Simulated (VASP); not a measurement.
# Tc (R-3m) in VASP: a series of runs, part 2 of 2

VASP 6.6.1.

## (3) Electric field gradients, PBEsol (equal xy, yz and zx shear strains of +2 %)

Contents of INCAR:

```
SYSTEM = Tc
PREC = Accurate
ENCUT = 520
EDIFF = 1E-8
ISMEAR = -1
SIGMA = 0.03
LREAL = .False.
LASPH = .True.
NELM = 80
ALGO = Normal
ISIF = 2
LWAVE = .False.
LCHARG = .False.
GGA = PS
LEFG = .True.
NBANDS = 12
```

Contents of KPOINTS:

```
regular mesh
0
Gamma
  18 18 18
  0 0 0
```

Contents of POSCAR:

```
Tc
1.0
    0.0390000000      1.9695000000      1.9695000000
    1.9695000000      0.0390000000      1.9695000000
    1.9695000000      1.9695000000      0.0390000000
Tc
1
Direct
    0.0000000000      0.0000000000      0.0000000000
```

Potentials or basis: VASP PAW PBE potentials, release 64 (Tc_pv).

Started as:

```console
$ cat potpaw_PBE.64/Tc_pv/POTCAR > POTCAR
$ mpirun -np 1 vasp_std > vasp.out
```

OUTCAR:

```text
SYSTEM = Tc
   PREC = Accurate
   ENCUT = 520
   EDIFF = 1E-8
   ISMEAR = -1
   LREAL = .False.
   LASPH = .True.
   NELM = 80
   ISIF = 2
   GGA = PS

 ion  position               nearest neighbor table
   1  0.000  0.000  0.000-

  LATTYP: Found a trigonal (rhomboedric) cell.
 ALAT       =     2.7855666389
 COS(alpha) =     0.5197000882

  Lattice vectors:

 A1 = (   0.0390000000,   1.9695000000,   1.9695000000)
 A2 = (   1.9695000000,   0.0390000000,   1.9695000000)
 A3 = (   1.9695000000,   1.9695000000,   0.0390000000)

Analysis of symmetry for initial positions (statically):
=====================================================================
 Subroutine PRICEL returns:
 Original cell was already a primitive cell.

 Routine SETGRP: Setting up the symmetry group for a
 trigonal (rhombohedral) supercell.

 Subroutine GETGRP returns: Found 12 space group operations
 (whereof 12 operations were pure point group operations)
 out of a pool of 12 trial point group operations.

The static configuration has the point symmetry D_3d.

Analysis of symmetry for dynamics (positions and initial velocities):
=====================================================================
 Subroutine PRICEL returns:
 Original cell was already a primitive cell.

 Routine SETGRP: Setting up the symmetry group for a
 trigonal (rhombohedral) supercell.

 Subroutine GETGRP returns: Found 12 space group operations
 (whereof 12 operations were pure point group operations)
 out of a pool of 12 trial point group operations.

The dynamic configuration has the point symmetry D_3d.

 Subroutine INISYM returns: Found 12 space group operations
[... 161 lines left out ...]
     10      26.1049      0.00000
     11      30.9791      0.00000
     12      31.8105      0.00000
[... 331 lines left out ...]
 k-point    24 :      -0.2222    0.0556   -0.0000
  band No.  band energies     occupation
      1     -26.7994      2.00000
      2     -26.3597      2.00000
      3     -26.3084      2.00000
      4       6.6196      2.00000
      5       9.8155      2.00000
      6      10.6281      2.00000
      7      11.0370      2.00000
      8      12.4954      0.00000
      9      13.4158      0.00000
     10      26.7638      0.00000
     11      29.1000      0.00000
     12      33.9552      0.00000

 [... further k-points ...]

------------------------ aborting loop because EDIFF is reached ----------------------------------------

  FORCE on cell =-STRESS in cart. coord.  units (eV):
  Direction    XX          YY          ZZ          XY          YZ          ZX
  --------------------------------------------------------------------------------------
  -------------------------------------------------------------------------------------
  Total       -1.4308450     -1.4308450     -1.4308450     -0.2962825     -0.2962825     -0.2962825
  in kB     -154.6317920   -154.6317920   -154.6317920    -32.0193269    -32.0193269    -32.0193269
  external PRESSURE =    -154.6317920 kB  Pullay stress =       0.0000000 kB

 VOLUME and BASIS-vectors are now :
 -----------------------------------------------------------------------------
  energy-cutoff  :      520.00
  volume of cell :       14.83
      direct lattice vectors                 reciprocal lattice vectors
     0.039000000  1.969500000  1.969500000    -0.261539477  0.256461041  0.256461041
     1.969500000  0.039000000  1.969500000     0.256461041 -0.261539477  0.256461041
     1.969500000  1.969500000  0.039000000     0.256461041  0.256461041 -0.261539477

 POSITION                                       TOTAL-FORCE (eV/Angst)
 -----------------------------------------------------------------------------------
      0.00000      0.00000      0.00000         0.000000     -0.000000      0.000000
 -----------------------------------------------------------------------------------
    total drift:                               -0.000000      0.000000      0.000000

  FREE ENERGIE OF THE ION-ELECTRON SYSTEM (eV)
  ---------------------------------------------------
  free  energy   TOTEN  =       -11.1452312151 eV

  energy  without entropy=      -11.1416573434  energy(sigma->0) =      -11.14344428

 Electric field gradients (V/A^2)
---------------------------------------------------------------------
 ion       V_xx      V_yy      V_zz      V_xy      V_xz      V_yz
---------------------------------------------------------------------
   1      -0.000    -0.000     0.000     5.135     5.135     5.135
---------------------------------------------------------------------

 Electric field gradients after diagonalization (V/A^2)
 (convention: |V_zz| > |V_xx| > |V_yy|)
----------------------------------------------------------------------
 ion       V_xx      V_yy      V_zz     asymmetry (V_yy - V_xx)/ V_zz
----------------------------------------------------------------------
   1      -5.135    -5.135    10.271       0.000
----------------------------------------------------------------------

           NMR quadrupolar parameters

 Cq : quadrupolar parameter    Cq=e*Q*V_zz/h
 eta: asymmetry parameters     (V_yy - V_xx)/ V_zz
 Q  : nuclear electric quadrupole moment in mb (millibarn)
----------------------------------------------------------------------
 ion       Cq(MHz)       eta       Q (mb)
----------------------------------------------------------------------
   1       0.025       0.000       1.000
----------------------------------------------------------------------
```

Run time: 1.9 min. Hardware: 1 thread of Oxide Virtual Turin-like, shared host; peak memory 0.18 GiB.

What came out:

```yaml
Free_energy: -11.1452 eV
Pressure: -15.5 GPa
Band_gap_on_the_k_mesh: zero (an odd number of electrons rules out a gap without spin polarisation)
Largest_electric_field_gradient_by_atom: Tc +10.3 V/Å²
```

Electric field gradients, principal values (V/Å²):
| atom | least | middle | greatest (by size) |
| --- | --- | --- | --- |
| 1 Tc | -5.135 | -5.135 | 10.271 |

Caveat: the cell differs from its parent crystal (equal xy, yz and zx shear strains of +2 %); the cell stands under tension; without QUAD_EFG the Cq values of the log hold for a quadrupole moment of 1 mb, not for the nuclei; the PAW data sets were made with another functional, which shifts forces and pressure a little.
